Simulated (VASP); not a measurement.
# ZnO (P4_2/mnm) in VASP: a series of runs, part 2 of 2

VASP 6.6.1. The steps go on from the part before.

## 3. Single point, PBE

INCAR

```
  PREC = Accurate
  ENCUT = 520
  EDIFF = 1E-6
  ISMEAR = 0
  SIGMA = 0.05
  LREAL = False
  LASPH = True
  NELM = 100
  ALGO = Normal
  ISIF = 2
  LWAVE = False
  LCHARG = False
  GGA = PE
  NBANDS = 46
```

KPOINTS

```
Automatic mesh
0
Gamma
  6 6 8
```

POSCAR

```
ZnO
1.0
    5.6094976070      0.0000000000      0.0000000000
    0.0000000000      5.6094976070      0.0000000000
    0.0000000000      0.0000000000      3.2793347528
Zn O
4 4
Direct
    0.1815978298      0.1815978298      0.5000000000
    0.8184021702      0.8184021702      0.5000000000
    0.6815978298      0.3184021702      0.0000000000
    0.3184021702      0.6815978298      0.0000000000
    0.8184604357      0.1815395643      0.5000000000
    0.1815395643      0.8184604357      0.5000000000
    0.6815395643      0.6815395643      0.0000000000
    0.3184604357      0.3184604357      0.0000000000
```

Potentials or basis: VASP PAW PBE potentials, release 64 (Zn, O).

Started as:

```bash
cat potpaw_PBE.64/Zn/POTCAR potpaw_PBE.64/O/POTCAR > POTCAR
mpirun -np 1 vasp_std > vasp.out
```

Wall time 6 min (1 thread of Intel Xeon 8259CL, shared host); peak memory 0.31 GiB.

It converged, with:

```
Free energy            : -35.5376 eV
Pressure               : 0.8 GPa
Band gap on the k mesh : 0.74 eV
```

Forces on the atoms (eV/Å):
```
Zn   0.002  0.002  0.000
Zn  -0.002 -0.002  0.000
Zn   0.002 -0.002  0.000
Zn  -0.002  0.002  0.000
O   -0.001  0.001  0.000
O    0.001 -0.001  0.000
O    0.001  0.001  0.000
O   -0.001 -0.001  0.000
```

Stress tensor (GPa, compression positive):
```
0.72 0.00 0.00
0.00 0.72 0.00
0.00 0.00 0.88
```

Levels at points of the mesh, in eV from the valence-band top:
```
           k point  band 32  band 33  band 34  band 35  band 36  band 37  band 38  band 39  band 40  band 41
(0.00, 0.00, 0.00)    -0.81    -0.43    -0.18    -0.18     0.00     0.74     5.11     5.11     6.92     7.24
(0.50, 0.00, 0.00)    -1.48    -0.49    -0.49    -0.40    -0.40     3.12     3.12     6.01     6.01     8.01
(0.50, 0.50, 0.00)    -1.05    -0.81    -0.81    -0.75    -0.75     4.16     4.16     4.60     4.60     8.36
(0.00, 0.00, 0.50)    -1.72    -1.69    -1.69    -1.27    -1.27     5.72     5.72     7.90     7.90     8.00
(0.50, 0.00, 0.50)    -1.79    -1.48    -1.48    -1.00    -1.00     5.79     5.79     6.74     6.74     7.65
(0.50, 0.50, 0.50)    -1.34    -1.31    -1.31    -1.26    -1.26     5.54     5.54     5.81     5.81     7.71
```

Caveat: semilocal functionals underestimate gaps, and a narrow one can read as zero.

## 4. Single point, PBE

INCAR

```
SYSTEM = ZnO
  PREC = Accurate
  ENCUT = 520
  EDIFF = 1E-6
  ISMEAR = 0
  SIGMA = 0.02
  LREAL = .False.
  LASPH = .True.
  NELM = 60
  ALGO = Normal
  ISIF = 2
  LWAVE = .False.
  LCHARG = .False.
  GGA = PE
  NBANDS = 46
```

KPOINTS

```
Automatic mesh
0
Gamma
  6 6 8
  0 0 0
```

POSCAR

```
ZnO
1.0
    5.6098780345      0.0000000000      0.0000000000
    0.0000000000      5.6098780345      0.0000000000
    0.0000000000      0.0000000000      3.2790255992
Zn O
4 4
Direct
    0.1816262562      0.1816262562      0.5000000000
    0.8183737438      0.8183737438      0.5000000000
    0.6816262562      0.3183737438      0.0000000000
    0.3183737438      0.6816262562      0.0000000000
    0.8184651117      0.1815348883      0.5000000000
    0.1815348883      0.8184651117      0.5000000000
    0.6815348883      0.6815348883      0.0000000000
    0.3184651117      0.3184651117      0.0000000000
```

Potentials or basis: VASP PAW PBE potentials, release 64 (Zn, O).

Started as:

```bash
cat potpaw_PBE.64/Zn/POTCAR potpaw_PBE.64/O/POTCAR > POTCAR
mpirun -np 1 vasp_std > vasp.out
```

OUTCAR:

```text
SYSTEM = ZnO
   PREC = Accurate
   ENCUT = 520
   EDIFF = 1E-6
   ISMEAR = 0
   LREAL = .False.
   LASPH = .True.
   NELM = 60
   ISIF = 2
   GGA = PE

 ion  position               nearest neighbor table
   1  0.182  0.182  0.500-   8 1.97   8 1.97   5 2.04   6 2.04   2 2.88
   2  0.818  0.818  0.500-   7 1.97   7 1.97   5 2.04   6 2.04   1 2.88
   3  0.682  0.318  0.000-   5 1.97   5 1.97   8 2.04   7 2.04   4 2.88
   4  0.318  0.682  0.000-   6 1.97   6 1.97   8 2.04   7 2.04   3 2.88
   5  0.818  0.182  0.500-   3 1.97   3 1.97   1 2.04   2 2.04
   6  0.182  0.818  0.500-   4 1.97   4 1.97   1 2.04   2 2.04
   7  0.682  0.682  0.000-   2 1.97   2 1.97   4 2.04   3 2.04
[... 1393 lines left out ...]
  in kB        7.0300020      7.0300020      9.0433209     -0.0000000      0.0000000      0.0000000
  external PRESSURE =       7.7011083 kB  Pullay stress =       0.0000000 kB

 VOLUME and BASIS-vectors are now :
 -----------------------------------------------------------------------------
  energy-cutoff  :      520.00
  volume of cell :      103.19
      direct lattice vectors                 reciprocal lattice vectors
     5.609878035  0.000000000  0.000000000     0.178256995  0.000000000  0.000000000
     0.000000000  5.609878035  0.000000000     0.000000000  0.178256995  0.000000000
     0.000000000  0.000000000  3.279025599     0.000000000  0.000000000  0.304968647

 POSITION                                       TOTAL-FORCE (eV/Angst)
 -----------------------------------------------------------------------------------
      1.01890      1.01890      1.63951        -0.001116     -0.001116      0.000000
      4.59098      4.59098      1.63951         0.001116      0.001116     -0.000000
      3.82384      1.78604      0.00000        -0.001116      0.001116     -0.000000
      1.78604      3.82384      0.00000         0.001116     -0.001116      0.000000
      4.59149      1.01839      1.63951         0.000926     -0.000926     -0.000000
      1.01839      4.59149      1.63951        -0.000926      0.000926      0.000000
      3.82333      3.82333      0.00000        -0.000926     -0.000926     -0.000000
      1.78655      1.78655      0.00000         0.000926      0.000926      0.000000
 -----------------------------------------------------------------------------------
    total drift:                               -0.000000     -0.000000      0.000000

  FREE ENERGIE OF THE ION-ELECTRON SYSTEM (eV)
  ---------------------------------------------------
  free  energy   TOTEN  =       -35.5375988339 eV

  energy  without entropy=      -35.5375988339  energy(sigma->0) =      -35.53759883
```

Run time: 5.6 min. Hardware: 1 thread of Intel Xeon 8259CL, shared host; peak memory 0.31 GiB.

Results:

```
Free energy            : -35.5376 eV
Pressure               : 0.8 GPa
Band gap on the k mesh : 0.74 eV
```

Caveat: semilocal functionals underestimate gaps, and a narrow one can read as zero.

## 5. The runs side by side

| cell | smearing | gap on the mesh (eV) | pressure (GPa) |
| --- | --- | --- | --- |
| a = 5.609, b = 5.609, c = 3.279 Å, 8 atoms | gaussian 0.02 eV | 0.74 | 0.8 |
| a = 5.609, b = 5.609, c = 3.279 Å, 8 atoms | gaussian 0.05 eV | 0.74 | 0.8 |
| a = 5.610, b = 5.610, c = 3.279 Å, 8 atoms | gaussian 0.02 eV | 0.74 | 0.8 |

Alike in all rows: task single point; level PBE; potentials or basis VASP PAW PBE potentials, release 64 (Zn, O); no spin polarisation; k mesh 6 × 6 × 8; cutoff (eV) 520.

Caveats: semilocal functionals underestimate gaps, and a narrow one can read as zero.

Total energies depend on the potentials used, so only differences within one code and one set of settings carry meaning.
